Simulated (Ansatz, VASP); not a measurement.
# C: VASP beside Ansatz

Contents of POSCAR:

```
C
1.0
   -2.3562356169      2.3562356169      2.3926722501
    2.3562356169     -2.3562356169      2.3926722501
    2.3562356169      2.3562356169     -2.3926722501
C
8
Direct
    0.3254551632      0.0000000000      0.0000000000
    0.6745448368      0.6745448368      0.6745448368
    0.0000000000      0.3254551632      0.0000000000
    0.0000000000      0.0000000000      0.3254551632
    0.0000000000      0.6745448368      0.0000000000
    0.3254551632      0.3254551632      0.3254551632
    0.6745448368      0.0000000000      0.0000000000
    0.0000000000      0.0000000000      0.6745448368
```

File INCAR.step1:

```
SYSTEM = C
ALGO     = Normal         ! electronic algorithm
EDIFF    = 1E-4           ! SCF threshold, eV
ENCUT    = 520            ! plane-wave cutoff, eV
GGA      = PE             ! functional
ISMEAR   = 0              ! smearing method
LASPH    = .TRUE.         ! aspherical terms in the spheres
LCHARG   = .FALSE.        ! write CHGCAR
LREAL    = .FALSE.        ! projectors in reciprocal space
LWAVE    = .TRUE.         ! write WAVECAR
NBANDS   = 26             ! bands
NELM     = 80             ! most SCF steps
PREC     = Accurate       ! precision mode
SIGMA    = 0.05           ! smearing width, eV
```

The input INCAR.step2:

```
SYSTEM = C
ALGO     = Normal         ! electronic algorithm
EDIFF    = 1E-7           ! SCF threshold, eV
ENCUT    = 520            ! plane-wave cutoff, eV
ISIF     = 2              ! what is computed and relaxed
ISMEAR   = 0              ! smearing method
ISTART   = 1            
LASPH    = .TRUE.         ! aspherical terms in the spheres
LCHARG   = .FALSE.        ! write CHGCAR
LMIXTAU  = .TRUE.       
LREAL    = .FALSE.        ! projectors in reciprocal space
LWAVE    = .FALSE.        ! write WAVECAR
METAGGA  = R2SCAN         ! meta-GGA
NBANDS   = 26             ! bands
NELM     = 80             ! most SCF steps
PREC     = Accurate       ! precision mode
SIGMA    = 0.05           ! smearing width, eV
```

Contents of KPOINTS:

```
k-points
0
G
  8 8 8
  0 0 0
```

Input for Ansatz:

```yaml
crystal:
  lattice:
    - [-2.3562356169, 2.3562356169, 2.3926722501]
    - [2.3562356169, -2.3562356169, 2.3926722501]
    - [2.3562356169, 2.3562356169, -2.3926722501]
  atoms:
    - { symbol: C, position: [0.3254551632, 0.0, 0.0] }
    - { symbol: C, position: [0.6745448368, 0.6745448368, 0.6745448368] }
    - { symbol: C, position: [0.0, 0.3254551632, 0.0] }
    - { symbol: C, position: [0.0, 0.0, 0.3254551632] }
    - { symbol: C, position: [0.0, 0.6745448368, 0.0] }
    - { symbol: C, position: [0.3254551632, 0.3254551632, 0.3254551632] }
    - { symbol: C, position: [0.6745448368, 0.0, 0.0] }
    - { symbol: C, position: [0.0, 0.0, 0.6745448368] }
basis:
  ecutwfc: 500
kpoints:
  mp_grid: { grid: [8, 8, 8] }
hamiltonian:
  xc: r2scan
scf:
  occupations: { method: gaussian, width: 0.05 }
output:
  forces: true
  stress: true
  eigenvalues: true
```

Change from the starting cell: strain -0.030 along x and y, -0.015 along z, atoms carried along.

Alike in both runs: task single point; functional r2SCAN; k mesh 8 × 8 × 8; occupations gaussian, width 0.05 eV; no spin polarisation.

|  | VASP | Ansatz |
| --- | --- | --- |
| version | VASP 6.6.1 | Ansatz 0.2.0 |
| potentials or method | VASP PAW PBE potentials, release 64 (C), cutoff 520 eV | scalar-relativistic, plane waves, PAW |
| valence electrons in the cell | 32 | 32 |

Ansatz gave:

| Property | Result |
| --- | --- |
| gap on the k mesh at the Fermi level (eV) | 3.22 |
| least direct gap on the mesh (eV) | 4.13 |
| pressure (GPa) | 28.8 |
| traceless stress, the component that is largest in VASP (GPa) | -7.00 |
| rms of the force components (eV/Å) | 0.330 |

**Question.** Which values does VASP return?

**Answer.** gap on the k mesh at the Fermi level (eV): 3.20; least direct gap on the mesh (eV): 4.08; pressure (GPa): 29.9; traceless stress, the component that is largest in VASP (GPa): -7.09; rms of the force components (eV/Å): 0.363.

VASP's potentials were made for PBE, not for r2SCAN. Atom by atom the forces differ by 0.040 eV/Å (rms over components). Both programs put the cell under a high pressure, so it lies far from rest at this level. The functional is the same, so the differences come from potentials, cutoffs and numerics.
